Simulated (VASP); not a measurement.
# Hg (Pm-3m) in VASP: notebook

The runs below take Hg through single point, with PBE.

Program: VASP 6.6.1. These are calculated values, not measurements. Logs are shortened: lines on timing, memory, paths and dates and some standing lists are left out, and cuts for length are marked.

## Step 1: The cell of the first run

It takes space group Pm-3m (No. 221, cubic). The conventional cell has a = 3.068 Å, b = 3.068 Å, c = 3.068 Å, α = 90.00°, β = 90.00°, γ = 90.00°. Within 4.0 Å of Hg (site symmetry m-3m) lie 6 Hg at 3.07 Å.

## Step 2: Single point, PBE

The input, INCAR:

```
  PREC = Accurate
  ENCUT = 520
  EDIFF = 1E-7
  ISMEAR = -1
  SIGMA = 0.06122561905347299
  LREAL = F
  LASPH = T
  NELM = 60
  ALGO = Normal
  ISIF = 2
  LWAVE = F
  LCHARG = F
  GGA = PE
  NBANDS = 12
```

The input, KPOINTS:

```
Automatic mesh
0
Gamma
  12 12 12
```

The input, POSCAR:

```
Hg
1.0
    3.0678839796      0.0000000000      0.0000000000
    0.0000000000      3.0678839796      0.0000000000
    0.0000000000      0.0000000000      3.0678839796
Hg
1
Direct
    0.0000000000      0.0000000000      0.0000000000
```

Potentials or basis: VASP PAW PBE potentials, release 64 (Hg).

Launch:

```
> cat potpaw_PBE.64/Hg/POTCAR > POTCAR
> mpirun -np 1 vasp_std > vasp.out
```

OUTCAR:

```text
PREC = Accurate
   ENCUT = 520
   EDIFF = 1E-7
   ISMEAR = -1
   LREAL = F
   LASPH = T
   NELM = 60
   ISIF = 2
   GGA = PE

 ion  position               nearest neighbor table
   1  0.000  0.000  0.000-

  LATTYP: Found a simple cubic cell.
 ALAT       =     3.0678839796

  Lattice vectors:

 A1 = (   3.0678839796,   0.0000000000,   0.0000000000)
 A2 = (   0.0000000000,   3.0678839796,   0.0000000000)
 A3 = (   0.0000000000,   0.0000000000,   3.0678839796)

Analysis of symmetry for initial positions (statically):
=====================================================================
 Subroutine PRICEL returns:
 Original cell was already a primitive cell.

 Routine SETGRP: Setting up the symmetry group for a
 simple cubic supercell.

 Subroutine GETGRP returns: Found 48 space group operations
 (whereof 48 operations were pure point group operations)
 out of a pool of 48 trial point group operations.

The static configuration has the point symmetry O_h .

Analysis of symmetry for dynamics (positions and initial velocities):
=====================================================================
 Subroutine PRICEL returns:
 Original cell was already a primitive cell.

 Routine SETGRP: Setting up the symmetry group for a
 simple cubic supercell.

 Subroutine GETGRP returns: Found 48 space group operations
 (whereof 48 operations were pure point group operations)
 out of a pool of 48 trial point group operations.

The dynamic configuration has the point symmetry O_h .

 Subroutine INISYM returns: Found 48 space group operations
 (whereof 48 operations are pure point group operations),
 and found     1 'primitive' translations

----------------------------------------------------------------------------------------

                                     Primitive cell

  volume of cell :      28.8747

  direct lattice vectors                    reciprocal lattice vectors
     3.067883980  0.000000000  0.000000000     0.325957568  0.000000000  0.000000000
     0.000000000  3.067883980  0.000000000     0.000000000  0.325957568  0.000000000
     0.000000000  0.000000000  3.067883980     0.000000000  0.000000000  0.325957568

  length of vectors
     3.067883980  3.067883980  3.067883980     0.325957568  0.325957568  0.325957568

  position of ions in fractional coordinates (direct lattice)
     0.000000000  0.000000000  0.000000000

  ion indices of the primitive-cell ions
   primitive index   ion index
                 1           1

----------------------------------------------------------------------------------------

 KPOINTS: Automatic mesh

Automatic generation of k-mesh.
 Grid dimensions read from file:
 generate k-points for:   12   12   12

 Generating k-lattice:

  Cartesian coordinates                     Fractional coordinates (reciprocal lattice)
     0.027163131  0.000000000  0.000000000     0.083333333  0.000000000  0.000000000
     0.000000000  0.027163131  0.000000000     0.000000000  0.083333333  0.000000000
     0.000000000  0.000000000  0.027163131     0.000000000  0.000000000  0.083333333

  Length of vectors
     0.027163131  0.027163131  0.027163131

  Shift w.r.t. Gamma in fractional coordinates (k-lattice)
     0.000000000  0.000000000  0.000000000

 Subroutine IBZKPT returns following result:
 ===========================================

 Found     84 irreducible k-points:

 Following reciprocal coordinates:
            Coordinates               Weight
  0.000000  0.000000  0.000000      1.000000
  0.083333  0.000000  0.000000      6.000000
  0.166667  0.000000  0.000000      6.000000
  0.250000  0.000000  0.000000      6.000000
  0.333333  0.000000  0.000000      6.000000
  0.416667  0.000000  0.000000      6.000000
[... 16 lines left out ...]
  0.333333  0.333333  0.000000     12.000000
  0.416667  0.333333  0.000000     24.000000
 [... further k-points ...]
   k-points           NKPTS =     84   k-points in BZ     NKDIM =     84   number of bands    NBANDS=     12
   number of dos      NEDOS =    301   number of ions     NIONS =      1
   total plane-waves  NPLWV =  13824
   dimension x,y,z NGX =    24 NGY =   24 NGZ =   24
   dimension x,y,z NGXF=    48 NGYF=   48 NGZF=   48
   ions per type =               1
   NGX,Y,Z   is equivalent  to a cutoff of  13.01, 13.01, 13.01 a.u.
   NGXF,Y,Z  is equivalent  to a cutoff of  26.01, 26.01, 26.01 a.u.
 SYSTEM =  unknown system
   PREC   = accura    normal or accurate (medium, high low for compatibility)
   ISTART =      0    job   : 0-new  1-cont  2-samecut
   ICHARG =      2    charge: 1-file 2-atom 10-const
   ISPIN  =      1    spin polarized calculation?
   LNONCOLLINEAR =      F non collinear calculations
   LSORBIT =      F    spin-orbit coupling
   LASPH  =      T    aspherical Exc in radial PAW
   ENCUT  =  520.0 eV  38.22 Ry    6.18 a.u.   5.70  5.70  5.70*2*pi/ulx,y,z
   NELM   =     60;   NELMIN=  2; NELMDL= -5     # of ELM steps
   EDIFF  = 0.1E-06   stopping-criterion for ELM
   LREAL  =      F    real-space projection
   EDIFFG = 0.1E-05   stopping-criterion for IOM
   NSW    =      0    number of steps for IOM
   IBRION =     -1    ionic relax: 0-MD 1-quasi-New 2-CG
   NFREE  =      0    steps in history (QN), initial steepest desc. (CG)
   ISIF   =      2    stress and relaxation
   ISYM   =      2    0-nonsym 1-usesym 2-fastsym
   POTIM  = 0.5000    time-step for ionic-motion
   TEBEG  =    0.0;   TEEND  =   0.0 temperature during run
   PSTRESS=    0.0 pullay stress
   NELECT =      12.0000    total number of electrons
   NUPDOWN=      -1.0000    fix difference up-down
   EMIN   =  10.00;   EMAX   =-10.00  energy-range for DOS
   EFERMI =   0.00;   METHOD = LEGACY
   ISMEAR =    -1;   SIGMA  =   0.06  broadening in eV -4-tet -1-fermi 0-gaus
   EFERMI_NEDOS =   21; number of points for ismear=-14 and -15
   IALGO  =     38    algorithm
   IMIX   =      4    mixing-type and parameters
     AMIX     =   0.40;   BMIX     =  1.00
     AMIX_MAG =   1.60;   BMIX_MAG =  1.00
  volume/ion in A,a.u.               =      28.87       194.86
  Fermi-wavevector in a.u.,A,eV,Ry     =   1.221696  2.308670 20.307239  1.492540
  Thomas-Fermi vector in A             =   2.356869
   LORBIT       =      0    0 simple, 1 ext, 2 COOP (PROOUT), +10 PAW based schemes
   GGA     = PE    functional components
   LHFCALC =     F    Hartree Fock is set to
   AEXX    =    0.0000 exact exchange contribution
   IVDW    =     0    specifies the selected vdW correction
   LEPSILON=     F    determine dielectric tensor
   LRPA    =     F    only Hartree local field effects (RPA)
 non-spin polarized calculation
  energy-cutoff  :      520.00
  volume of cell :       28.87
 maximum number of plane-waves:       804
 NGX is ok and might be reduce to    24
   NGX = 11   NGY = 11   NGZ = 11

 number of electron      12.0000001 magnetization

 Free energy of the ion-electron system (eV)
  ---------------------------------------------------
  ext. energy  EPLUGINS =         0.00000000
  ---------------------------------------------------
  free energy    TOTEN  =        -0.16084753 eV

  energy without entropy =       -0.15613655  energy(sigma->0) =       -0.15849204

 E-fermi :   1.4952     XC(G=0):  -9.6833

 val. band max:        1.4374768167   @ k =   0.4167   0.0833   0.0000
 cond. band min:       1.5098323956   @ k =   0.5000   0.2500   0.0833
 fundamental gap:      0.0723555790
 Fermi energy:         1.4952340989

 k-point     1 :       0.0000    0.0000    0.0000
  band No.  band energies     occupation
      1      -6.4306      2.00000
      2      -6.2575      2.00000
      3      -6.2575      2.00000
      4      -4.4274      2.00000
      5      -4.4274      2.00000
      6      -4.4274      2.00000
      7      11.1464      0.00000
      8      11.1464      0.00000
      9      11.1464      0.00000
     10      14.3708      0.00000
     11      16.1885      0.00000
     12      16.1885      0.00000

 k-point     2 :       0.0833    0.0000    0.0000
  band No.  band energies     occupation
      1      -6.3353      2.00000
      2      -6.2473      2.00000
      3      -6.1586      2.00000
      4      -4.4682      2.00000
      5      -4.4682      2.00000
      6      -4.4240      2.00000
      7       9.8302      0.00000
      8      11.3155      0.00000
      9      11.3155      0.00000
     10      14.8756      0.00000
     11      16.1581      0.00000
     12      17.2033      0.00000

 k-point     3 :       0.1667    0.0000    0.0000
  band No.  band energies     occupation
      1      -6.2246      2.00000
      2      -6.2196      2.00000
      3      -5.6978      2.00000
      4      -4.5774      2.00000
      5      -4.5774      2.00000
      6      -4.4147      2.00000
      7       7.6186      0.00000
      8      11.8021      0.00000
      9      11.8021      0.00000
     10      15.2053      0.00000
     11      16.0699      0.00000
     12      19.6865      0.00000
[... 286 lines left out ...]
 k-point    23 :       0.3333    0.3333    0.0000
  band No.  band energies     occupation
      1      -5.9436      2.00000
      2      -5.6157      2.00000
      3      -4.8115      2.00000
      4      -4.7894      2.00000
      5      -4.7051      2.00000
      6      -2.1193      2.00000
      7       4.7057      0.00000
      8       5.6542      0.00000
      9      12.0404      0.00000
     10      15.9512      0.00000
     11      17.0207      0.00000
     12      19.8458      0.00000

 k-point    24 :       0.4167    0.3333    0.0000
  band No.  band energies     occupation
      1      -5.9047      2.00000
      2      -5.7537      2.00000
      3      -4.8954      2.00000
      4      -4.7851      2.00000
      5      -4.4770      2.00000
      6      -1.0027      2.00000
      7       3.1422      0.00000
      8       6.0787      0.00000
      9      10.7027      0.00000
     10      16.9716      0.00000
     11      17.4250      0.00000
     12      19.3443      0.00000

 [... further k-points ...]

------------------------ aborting loop because EDIFF is reached ----------------------------------------

  FORCE on cell =-STRESS in cart. coord.  units (eV):
  Direction    XX          YY          ZZ          XY          YZ          ZX
  --------------------------------------------------------------------------------------
  -------------------------------------------------------------------------------------
  Total        0.1114033      0.1114033      0.1114033      0.0000000     -0.0000000     -0.0000000
  in kB        6.1814690      6.1814690      6.1814690      0.0000000     -0.0000000     -0.0000000
  external PRESSURE =       6.1814690 kB  Pullay stress =       0.0000000 kB

 VOLUME and BASIS-vectors are now :
 -----------------------------------------------------------------------------
  energy-cutoff  :      520.00
  volume of cell :       28.87
      direct lattice vectors                 reciprocal lattice vectors
     3.067883980  0.000000000  0.000000000     0.325957568  0.000000000  0.000000000
     0.000000000  3.067883980  0.000000000     0.000000000  0.325957568  0.000000000
     0.000000000  0.000000000  3.067883980     0.000000000  0.000000000  0.325957568

 POSITION                                       TOTAL-FORCE (eV/Angst)
 -----------------------------------------------------------------------------------
      0.00000      0.00000      0.00000         0.000000      0.000000      0.000000
 -----------------------------------------------------------------------------------
    total drift:                                0.000000      0.000000      0.000000

  FREE ENERGIE OF THE ION-ELECTRON SYSTEM (eV)
  ---------------------------------------------------
  free  energy   TOTEN  =        -0.1608475268 eV

  energy  without entropy=       -0.1561365517  energy(sigma->0) =       -0.15849204
```

It took 5.6 s on 1 thread of Intel Xeon 6975P-C (Granite Rapids), shared host; peak memory 0.15 GiB.

What came out:

- Free energy: -0.1608 eV
- Pressure: 0.6 GPa
- Band gap on the k mesh: zero (band 6 reaches 5.45 eV, above the bottom of band 7 at 0.03 eV)

Caveat: spin-orbit coupling is left out, which moves the levels of the heavy elements.

## Step 3: Single point, PBE

This run uses another cell than the first one, of 29.48 Å³/atom, 1.021 times its volume.

The input, INCAR:

```
PREC = Accurate ; ENCUT = 520
EDIFF = 1E-6 ; ISMEAR = -1
SIGMA = 0.06122561905347299 ; LREAL = False
LASPH = True ; NELM = 100
ALGO = Normal ; ISIF = 2
LWAVE = False ; LCHARG = False
GGA = PE ; NBANDS = 12
```

KPOINTS is that of step 2.

The input, POSCAR:

```
Hg
1.0
    3.0890424688      0.0000000000      0.0000000000
    0.0000000000      3.0890424688      0.0000000000
    0.0000000000      0.0000000000      3.0890424688
Hg
1
Direct
    0.0000000000      0.0000000000      0.0000000000
```

Potentials or basis: VASP PAW PBE potentials, release 64 (Hg).

Launch:

```
> cat potpaw_PBE.64/Hg/POTCAR > POTCAR
> mpirun -np 1 vasp_std > vasp.out
```

Wall time 5.7 s (1 thread of Intel Xeon 6975P-C (Granite Rapids), shared host); peak memory 0.15 GiB.

It converged, with:

* Free energy: -0.1627 eV
* Pressure: 0.2 GPa
* Band gap on the k mesh: zero (band 6 reaches 5.12 eV, above the bottom of band 7 at -0.01 eV)

Levels at points of the mesh, in eV from the Fermi level:
| k point | band 2 | band 3 | band 4 | band 5 | band 6 | band 7 | band 8 | band 9 | band 10 | band 11 |
| --- | --- | --- | --- | --- | --- | --- | --- | --- | --- | --- |
| (0.00, 0.00, 0.00) | -7.68 | -7.68 | -5.92 | -5.92 | -5.92 | 9.53 | 9.53 | 9.53 | 12.69 | 14.50 |
| (0.50, 0.00, 0.00) | -7.32 | -6.47 | -6.47 | -5.87 | -2.95 | -1.39 | 12.99 | 12.99 | 14.04 | 14.59 |
| (0.50, 0.50, 0.00) | -7.27 | -6.38 | -6.38 | -5.41 | 0.20 | 1.54 | 1.54 | 7.05 | 17.05 | 17.05 |
| (0.50, 0.50, 0.50) | -7.23 | -7.23 | -5.37 | -5.37 | 3.74 | 4.51 | 4.51 | 4.51 | 8.67 | 10.66 |

Caveat: spin-orbit coupling is left out, which moves the levels of the heavy elements.

## Step 4: Single point, PBE

This run uses another cell than the first one, of 30.08 Å³/atom, 1.042 times its volume.

The input, INCAR:

```
SYSTEM = Hg
ALGO = Normal
EDIFF = 1E-6
ENCUT = 520
GGA = PE
ISIF = 2
ISMEAR = -1
LASPH = .TRUE.
LCHARG = .FALSE.
LREAL = .FALSE.
LWAVE = .FALSE.
NBANDS = 12
NELM = 60
PREC = Accurate
SIGMA = 0.06122561905347299
```

The input, KPOINTS:

```
k-points
0
G
  12 12 12
  0 0 0
```

The input, POSCAR:

```
Hg
1.0
    3.1099150105      0.0000000000      0.0000000000
    0.0000000000      3.1099150105      0.0000000000
    0.0000000000      0.0000000000      3.1099150105
Hg
1
Direct
    0.0000000000      0.0000000000      0.0000000000
```

Potentials or basis: VASP PAW PBE potentials, release 64 (Hg).

Launch:

```
> cat potpaw_PBE.64/Hg/POTCAR > POTCAR
> mpirun -np 1 vasp_std > vasp.out
```

OUTCAR:

```text
SYSTEM = Hg
   EDIFF = 1E-6
   ENCUT = 520
   GGA = PE
   ISIF = 2
   ISMEAR = -1
   LASPH = .TRUE.
   LREAL = .FALSE.
   NELM = 60
   PREC = Accurate

 ion  position               nearest neighbor table
   1  0.000  0.000  0.000-

  LATTYP: Found a simple cubic cell.
 ALAT       =     3.1099150105

  Lattice vectors:

 A1 = (   3.1099150105,   0.0000000000,   0.0000000000)
 A2 = (   0.0000000000,   3.1099150105,   0.0000000000)
 A3 = (   0.0000000000,   0.0000000000,   3.1099150105)

Analysis of symmetry for initial positions (statically):
=====================================================================
 Subroutine PRICEL returns:
 Original cell was already a primitive cell.

 Routine SETGRP: Setting up the symmetry group for a
 simple cubic supercell.

 Subroutine GETGRP returns: Found 48 space group operations
 (whereof 48 operations were pure point group operations)
 out of a pool of 48 trial point group operations.

The static configuration has the point symmetry O_h .

Analysis of symmetry for dynamics (positions and initial velocities):
[... 167 lines left out ...]
      2      -6.3368      2.00000
      3      -6.3368      2.00000
      4      -4.6506      2.00000
      5      -4.6506      2.00000
      6      -4.6506      2.00000
      7      10.6870      0.00000
      8      10.6870      0.00000
      9      10.6870      0.00000
     10      13.7833      0.00000
     11      15.5898      0.00000
     12      15.5898      0.00000
[... 331 lines left out ...]
 k-point    24 :       0.4167    0.3333    0.0000
  band No.  band energies     occupation
      1      -6.0057      2.00000
      2      -5.8596      2.00000
      3      -5.0799      2.00000
      4      -4.9787      2.00000
      5      -4.6837      2.00000
      6      -1.2311      2.00000
      7       2.8967      0.00000
      8       5.6835      0.00000
      9      10.2928      0.00000
     10      16.2293      0.00000
     11      16.9169      0.00000
     12      18.7745      0.00000

 [... further k-points ...]

------------------------ aborting loop because EDIFF is reached ----------------------------------------

  FORCE on cell =-STRESS in cart. coord.  units (eV):
  Direction    XX          YY          ZZ          XY          YZ          ZX
  --------------------------------------------------------------------------------------
  -------------------------------------------------------------------------------------
  Total       -0.0001120     -0.0001120     -0.0001120     -0.0000000      0.0000000     -0.0000000
  in kB       -0.0059645     -0.0059645     -0.0059645     -0.0000000      0.0000000     -0.0000000
  external PRESSURE =      -0.0059645 kB  Pullay stress =       0.0000000 kB

 VOLUME and BASIS-vectors are now :
 -----------------------------------------------------------------------------
  energy-cutoff  :      520.00
  volume of cell :       30.08
      direct lattice vectors                 reciprocal lattice vectors
     3.109915010  0.000000000  0.000000000     0.321552196  0.000000000  0.000000000
     0.000000000  3.109915010  0.000000000     0.000000000  0.321552196  0.000000000
     0.000000000  0.000000000  3.109915010     0.000000000  0.000000000  0.321552196

 POSITION                                       TOTAL-FORCE (eV/Angst)
 -----------------------------------------------------------------------------------
      0.00000      0.00000      0.00000         0.000000      0.000000      0.000000
 -----------------------------------------------------------------------------------
    total drift:                                0.000000      0.000000      0.000000

  FREE ENERGIE OF THE ION-ELECTRON SYSTEM (eV)
  ---------------------------------------------------
  free  energy   TOTEN  =        -0.1634487207 eV

  energy  without entropy=       -0.1574678298  energy(sigma->0) =       -0.16045828
```

stdout:

```text
POSCAR found type information on POSCAR Hg
 POSCAR found :  1 types and       1 ions
 scaLAPACK will be used
 LDA part: xc-table for (Slater+PW92), standard interpolation
 POSCAR, INCAR and KPOINTS ok, starting setup
 FFT: planning ... GRIDC
 FFT: planning ... GRID_SOFT
 FFT: planning ... GRID
 WAVECAR not read
 entering main loop
```

It took 5.9 s on 1 thread of Intel Xeon 6975P-C (Granite Rapids), shared host; peak memory 0.15 GiB.

Results:

* Free energy: -0.1634 eV
* Pressure: 0.0 GPa
* Band gap on the k mesh: zero (band 6 reaches 4.80 eV, above the bottom of band 7 at -0.05 eV)

Caveat: spin-orbit coupling is left out, which moves the levels of the heavy elements.

## Step 5: The runs side by side

```tsv
cell	gap on the mesh (eV)	pressure (GPa)
a = 3.068 Å, 1 atom	none	0.6
a = 3.089 Å, 1 atom	none	0.2
a = 3.110 Å, 1 atom	none	0.0
```

Alike in all rows: task single point; level PBE; potentials or basis VASP PAW PBE potentials, release 64 (Hg); no spin polarisation; k mesh 12 × 12 × 12; cutoff (eV) 520; smearing fermi-dirac 0.0612256 eV.

Caveats: spin-orbit coupling is left out, which moves the levels of the heavy elements.

Absolute energies hang on the potentials; compare differences alone.
